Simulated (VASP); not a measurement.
**Ti: single point with PBE**

Crystal: Ti.

```xyz
1
Lattice="-1.6277 1.6277 1.6277 1.6277 -1.6277 1.6277 1.6277 1.6277 -1.6277" Properties=species:S:1:pos:R:3 pbc="T T T"
Ti    0.0000    0.0000    0.0000
```

This isn't the form of Ti at room conditions, which is hcp.

```yaml
Program: VASP 6.6.1
Task: single point
Functional: PBE
Potentials_or_basis: VASP PAW PBE potentials, release 64 (Ti_sv)
Cutoff: 520 eV
k_mesh: 22 × 22 × 22
Occupations: gaussian, width 0.15 eV
Spin: collinear spin
Starting_moments: "[0.7] μB"
Fixed_moment: 0.7 μB
Dipole_correction: no
Further_INCAR_settings: ALGO = Normal; EDIFF = 1e-06; NBANDS = 16
```

| Quantity | Value |
| --- | --- |
| Pressure | 1.0 GPa |
| Net moment | 0.70 μB per cell |
| Site moments | Ti +0.49 μB |
| Valence electrons inside the program's atomic spheres | Ti 10.27 |

Wall time 87 s on 1 thread of AMD EPYC 9R45 96-Core Processor (Zen 5), with other jobs on the host, peak memory 0.22 GiB.

Caveat: the total moment is fixed, so each spin has its own Fermi level and the state may be an excited one.
